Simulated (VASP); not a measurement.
# YN (Fm-3m) in VASP: further runs

Runs on YN. Level: PBE. Tasks: single point.

Program: VASP 6.6.1. These are calculated values, not measurements. Logs are shortened: lines on timing, memory, paths and dates and some standing lists are left out, and cuts for length are marked.

## 1. The cell of the first run

The structure is cubic, space group Fm-3m (No. 225). Conventional cell: a = 4.743 Å, b = 4.743 Å, c = 4.743 Å, α = 90.00°, β = 90.00°, γ = 90.00°. Y (site symmetry m-3m) has 6 N at 2.37 Å within 3.1 Å. Within 3.1 Å of N (site symmetry m-3m) lie 6 Y at 2.37 Å.

## 2. Single point, PBE

Input file INCAR:

```
  ALGO = Normal
  EDIFF = 1E-6
  ENCUT = 600
  GGA = PE
  GGA_COMPAT = False
  ISIF = 2
  ISMEAR = 0
  LASPH = True
  LCHARG = False
  LREAL = False
  LWAVE = False
  NBANDS = 15
  NELM = 120
  PREC = Accurate
  SIGMA = 0.01
```

Input file KPOINTS:

```
k-points
0
Gamma
  8 8 8
```

Input file POSCAR:

```
YN
1.0
    0.0000000000      2.3716578527      2.3716578527
    2.3716578527      0.0000000000      2.3716578527
    2.3716578527      2.3716578527      0.0000000000
Y N
1 1
Direct
    0.0000000000      0.0000000000      0.0000000000
    0.5000000000      0.5000000000      0.5000000000
```

Potentials or basis: VASP PAW PBE potentials, release 64 (Y_sv, N).

The run is started by

```console
cat potpaw_PBE.64/Y_sv/POTCAR potpaw_PBE.64/N/POTCAR > POTCAR
mpirun -np 1 vasp_std > vasp.out
```

OUTCAR:

```text
EDIFF = 1E-6
   ENCUT = 600
   GGA = PE
   ISIF = 2
   ISMEAR = 0
   LASPH = True
   LREAL = False
   NELM = 120
   PREC = Accurate

 ion  position               nearest neighbor table
   1  0.000  0.000  0.000-   2 2.37   2 2.37   2 2.37   2 2.37   2 2.37   2 2.37
   2  0.500  0.500  0.500-   1 2.37   1 2.37   1 2.37   1 2.37   1 2.37   1 2.37

  LATTYP: Found a face centered cubic cell.
 ALAT       =     4.7433157054

  Lattice vectors:

 A1 = (   0.0000000000,   2.3716578527,   2.3716578527)
 A2 = (   2.3716578527,   0.0000000000,   2.3716578527)
 A3 = (   2.3716578527,   2.3716578527,   0.0000000000)

Analysis of symmetry for initial positions (statically):
=====================================================================
 Subroutine PRICEL returns:
 Original cell was already a primitive cell.

 Routine SETGRP: Setting up the symmetry group for a
 face centered cubic supercell.

 Subroutine GETGRP returns: Found 48 space group operations
 (whereof 48 operations were pure point group operations)
 out of a pool of 48 trial point group operations.

The static configuration has the point symmetry O_h .

Analysis of symmetry for dynamics (positions and initial velocities):
=====================================================================
 Subroutine PRICEL returns:
 Original cell was already a primitive cell.

 Routine SETGRP: Setting up the symmetry group for a
 face centered cubic supercell.

 Subroutine GETGRP returns: Found 48 space group operations
 (whereof 48 operations were pure point group operations)
 out of a pool of 48 trial point group operations.

The dynamic configuration has the point symmetry O_h .

 Subroutine INISYM returns: Found 48 space group operations
 (whereof 48 operations are pure point group operations),
 and found     1 'primitive' translations

----------------------------------------------------------------------------------------

                                     Primitive cell

  volume of cell :      26.6800

  direct lattice vectors                    reciprocal lattice vectors
     0.000000000  2.371657853  2.371657853    -0.210822990  0.210822990  0.210822990
     2.371657853  0.000000000  2.371657853     0.210822990 -0.210822990  0.210822990
     2.371657853  2.371657853  0.000000000     0.210822990  0.210822990 -0.210822990

  length of vectors
     3.354030701  3.354030701  3.354030701     0.365156130  0.365156130  0.365156130

  position of ions in fractional coordinates (direct lattice)
     0.000000000  0.000000000  0.000000000
     0.500000000  0.500000000  0.500000000

  ion indices of the primitive-cell ions
   primitive index   ion index
                 1           1
                 2           2

----------------------------------------------------------------------------------------

 KPOINTS: k-points

Automatic generation of k-mesh.
 Grid dimensions read from file:
 generate k-points for:    8    8    8

 Generating k-lattice:

  Cartesian coordinates                     Fractional coordinates (reciprocal lattice)
    -0.026352874  0.026352874  0.026352874     0.125000000  0.000000000  0.000000000
     0.026352874 -0.026352874  0.026352874     0.000000000  0.125000000  0.000000000
     0.026352874  0.026352874 -0.026352874     0.000000000  0.000000000  0.125000000

  Length of vectors
     0.045644516  0.045644516  0.045644516

  Shift w.r.t. Gamma in fractional coordinates (k-lattice)
     0.000000000  0.000000000  0.000000000

 Subroutine IBZKPT returns following result:
 ===========================================

 Found     29 irreducible k-points:

 Following reciprocal coordinates:
            Coordinates               Weight
  0.000000  0.000000  0.000000      1.000000
  0.125000  0.000000  0.000000      8.000000
  0.250000  0.000000  0.000000      8.000000
  0.375000  0.000000  0.000000      8.000000
  0.500000  0.000000  0.000000      4.000000
  0.125000  0.125000  0.000000      6.000000
[... 16 lines left out ...]
  0.500000  0.250000  0.125000     48.000000
 -0.375000  0.250000  0.125000     24.000000
 [... further k-points ...]
   k-points           NKPTS =     29   k-points in BZ     NKDIM =     29   number of bands    NBANDS=     15
   number of dos      NEDOS =    301   number of ions     NIONS =      2
   total plane-waves  NPLWV =  21952
   dimension x,y,z NGX =    28 NGY =   28 NGZ =   28
   dimension x,y,z NGXF=    56 NGYF=   56 NGZF=   56
   ions per type =               1   1
   NGX,Y,Z   is equivalent  to a cutoff of  13.88, 13.88, 13.88 a.u.
   NGXF,Y,Z  is equivalent  to a cutoff of  27.76, 27.76, 27.76 a.u.
 SYSTEM =  unknown system
   PREC   = accura    normal or accurate (medium, high low for compatibility)
   ISTART =      0    job   : 0-new  1-cont  2-samecut
   ICHARG =      2    charge: 1-file 2-atom 10-const
   ISPIN  =      1    spin polarized calculation?
   LNONCOLLINEAR =      F non collinear calculations
   LSORBIT =      F    spin-orbit coupling
   LASPH  =      T    aspherical Exc in radial PAW
   ENCUT  =  600.0 eV  44.10 Ry    6.64 a.u.   6.70  6.70  6.70*2*pi/ulx,y,z
   NELM   =    120;   NELMIN=  2; NELMDL= -5     # of ELM steps
   EDIFF  = 0.1E-05   stopping-criterion for ELM
   LREAL  =      F    real-space projection
   EDIFFG = 0.1E-04   stopping-criterion for IOM
   NSW    =      0    number of steps for IOM
   IBRION =     -1    ionic relax: 0-MD 1-quasi-New 2-CG
   NFREE  =      0    steps in history (QN), initial steepest desc. (CG)
   ISIF   =      2    stress and relaxation
   ISYM   =      2    0-nonsym 1-usesym 2-fastsym
   POTIM  = 0.5000    time-step for ionic-motion
   TEBEG  =    0.0;   TEEND  =   0.0 temperature during run
   PSTRESS=    0.0 pullay stress
   NELECT =      16.0000    total number of electrons
   NUPDOWN=      -1.0000    fix difference up-down
   EMIN   =  10.00;   EMAX   =-10.00  energy-range for DOS
   EFERMI =   0.00;   METHOD = LEGACY
   ISMEAR =     0;   SIGMA  =   0.01  broadening in eV -4-tet -1-fermi 0-gaus
   EFERMI_NEDOS =   21; number of points for ismear=-14 and -15
   IALGO  =     38    algorithm
   IMIX   =      4    mixing-type and parameters
     AMIX     =   0.40;   BMIX     =  1.00
     AMIX_MAG =   1.60;   BMIX_MAG =  1.00
  volume/ion in A,a.u.               =      13.34        90.02
  Fermi-wavevector in a.u.,A,eV,Ry     =   1.380552  2.608865 25.931670  1.905924
  Thomas-Fermi vector in A             =   2.505419
   LORBIT       =      0    0 simple, 1 ext, 2 COOP (PROOUT), +10 PAW based schemes
   GGA     = PE    functional components
   LHFCALC =     F    Hartree Fock is set to
   AEXX    =    0.0000 exact exchange contribution
   IVDW    =     0    specifies the selected vdW correction
   LEPSILON=     F    determine dielectric tensor
   LRPA    =     F    only Hartree local field effects (RPA)
 non-spin polarized calculation
 Gauss-broadening in eV      SIGMA  =   0.01
  energy-cutoff  :      600.00
  volume of cell :       26.68
 maximum number of plane-waves:       905
   NGX = 13   NGY = 13   NGZ = 13

 number of electron      16.0000000 magnetization

 Free energy of the ion-electron system (eV)
  ---------------------------------------------------
  ext. energy  EPLUGINS =         0.00000000
  ---------------------------------------------------
  free energy    TOTEN  =       -18.06830850 eV

  energy without entropy =      -18.06825932  energy(sigma->0) =      -18.06828391

 E-fermi :   4.7234     XC(G=0): -11.6929

 val. band max:        4.7179524814   @ k =   0.0000   0.0000   0.0000
 cond. band min:       4.7288294433   @ k =   0.5000   0.5000   0.0000
 fundamental gap:      0.0108769619
 Fermi energy:         4.7233907623

 k-point     1 :       0.0000    0.0000    0.0000
  band No.  band energies     occupation
      1     -35.7397      2.00000
      2     -15.2895      2.00000
      3     -15.2895      2.00000
      4     -15.2895      2.00000
      5      -8.4259      2.00000
      6       4.7180      1.55821
      7       4.7180      1.55821
      8       4.7180      1.55816
      9       7.9887      0.00000
     10       7.9887      0.00000
     11       7.9887      0.00000
     12       9.7437      0.00000
     13      10.2039      0.00000
     14      10.2039      0.00000
     15      15.8368      0.00000

 k-point     2 :       0.1250    0.0000    0.0000
  band No.  band energies     occupation
      1     -35.7139      2.00000
      2     -15.5613      2.00000
      3     -15.3054      2.00000
      4     -15.3054      2.00000
      5      -8.0797      2.00000
      6       3.7822      2.00000
      7       4.1545      2.00000
      8       4.1545      2.00000
      9       8.1262      0.00000
     10       8.4045      0.00000
     11       8.4045      0.00000
     12      10.5889      0.00000
     13      11.0678      0.00000
     14      11.0678      0.00000
     15      16.9391      0.00000

 k-point     3 :       0.2500    0.0000    0.0000
  band No.  band energies     occupation
      1     -35.6510      2.00000
      2     -16.1412      2.00000
      3     -15.3432      2.00000
      4     -15.3432      2.00000
      5      -7.2992      2.00000
      6       2.1641      2.00000
      7       3.1838      2.00000
      8       3.1838      2.00000
      9       8.6073      0.00000
     10       9.4782      0.00000
     11       9.4782      0.00000
     12      12.1424      0.00000
     13      12.9464      0.00000
     14      12.9464      0.00000
     15      19.1862      0.00000

 k-point     4 :       0.3750    0.0000    0.0000
  band No.  band energies     occupation
      1     -35.5870      2.00000
      2     -16.6467      2.00000
      3     -15.3804      2.00000
      4     -15.3804      2.00000
      5      -6.5466      2.00000
      6       0.8715      2.00000
      7       2.4667      2.00000
      8       2.4667      2.00000
      9       9.7160      0.00000
     10      10.8688      0.00000
     11      10.8688      0.00000
     12      12.7753      0.00000
     13      14.8907      0.00000
     14      14.8907      0.00000
     15      19.8090      0.00000
[... 307 lines left out ...]
 k-point    22 :       0.3750    0.2500    0.1250
  band No.  band energies     occupation
      1     -35.6044      2.00000
      2     -16.2226      2.00000
      3     -15.6011      2.00000
      4     -15.4142      2.00000
      5      -7.1987      2.00000
      6       1.7040      2.00000
      7       3.1175      2.00000
      8       3.6645      2.00000
      9       7.3161      0.00000
     10      10.6901      0.00000
     11      11.1953      0.00000
     12      11.5610      0.00000
     13      12.9050      0.00000
     14      15.4045      0.00000
     15      20.5544      0.00000

 k-point    23 :       0.5000    0.2500    0.1250
  band No.  band energies     occupation
      1     -35.5531      2.00000
      2     -16.4719      2.00000
      3     -15.7268      2.00000
      4     -15.4816      2.00000
      5      -6.9337      2.00000
      6       1.4697      2.00000
      7       2.6497      2.00000
      8       3.1837      2.00000
      9       8.2210      0.00000
     10      11.2075      0.00000
     11      11.6224      0.00000
     12      12.7038      0.00000
     13      14.6961      0.00000
     14      16.1783      0.00000
     15      18.9694      0.00000

 k-point    24 :      -0.3750    0.2500    0.1250
  band No.  band energies     occupation
      1     -35.5317      2.00000
      2     -16.5763      2.00000
      3     -15.7578      2.00000
      4     -15.5251      2.00000
      5      -6.8338      2.00000
      6       1.3560      2.00000
      7       2.7062      2.00000
      8       2.7965      2.00000
      9       9.5288      0.00000
     10       9.8827      0.00000
     11      12.2015      0.00000
     12      13.7037      0.00000
     13      15.2933      0.00000
     14      16.5656      0.00000
     15      18.5237      0.00000

 [... further k-points ...]

------------------------ aborting loop because EDIFF is reached ----------------------------------------

  FORCE on cell =-STRESS in cart. coord.  units (eV):
  Direction    XX          YY          ZZ          XY          YZ          ZX
  --------------------------------------------------------------------------------------
  -------------------------------------------------------------------------------------
  Total        3.2707305      3.2707305      3.2707305     -0.0000000     -0.0000000      0.0000000
  in kB      196.4125534    196.4125534    196.4125534     -0.0000000     -0.0000000      0.0000000
  external PRESSURE =     196.4125534 kB  Pullay stress =       0.0000000 kB

 VOLUME and BASIS-vectors are now :
 -----------------------------------------------------------------------------
  energy-cutoff  :      600.00
  volume of cell :       26.68
      direct lattice vectors                 reciprocal lattice vectors
     0.000000000  2.371657853  2.371657853    -0.210822990  0.210822990  0.210822990
     2.371657853  0.000000000  2.371657853     0.210822990 -0.210822990  0.210822990
     2.371657853  2.371657853  0.000000000     0.210822990  0.210822990 -0.210822990

 POSITION                                       TOTAL-FORCE (eV/Angst)
 -----------------------------------------------------------------------------------
      0.00000      0.00000      0.00000         0.000000      0.000000      0.000000
      2.37166      2.37166      2.37166         0.000000      0.000000     -0.000000
 -----------------------------------------------------------------------------------
    total drift:                                0.000000      0.000000      0.000000

  FREE ENERGIE OF THE ION-ELECTRON SYSTEM (eV)
  ---------------------------------------------------
  free  energy   TOTEN  =       -18.0683085042 eV

  energy  without entropy=      -18.0682593178  energy(sigma->0) =      -18.06828391
```

Wall time 33 s (1 thread of Intel Xeon 8259CL, shared host); peak memory 0.18 GiB.

What came out:

| Quantity | Value |
| --- | --- |
| Free energy | -18.0683 eV |
| Pressure | 19.6 GPa |
| Band gap on the k mesh | 0.01 eV, indirect (least direct gap 0.31 eV) |

A k mesh can miss the band edges.

(Continued in part 2 of 2.)
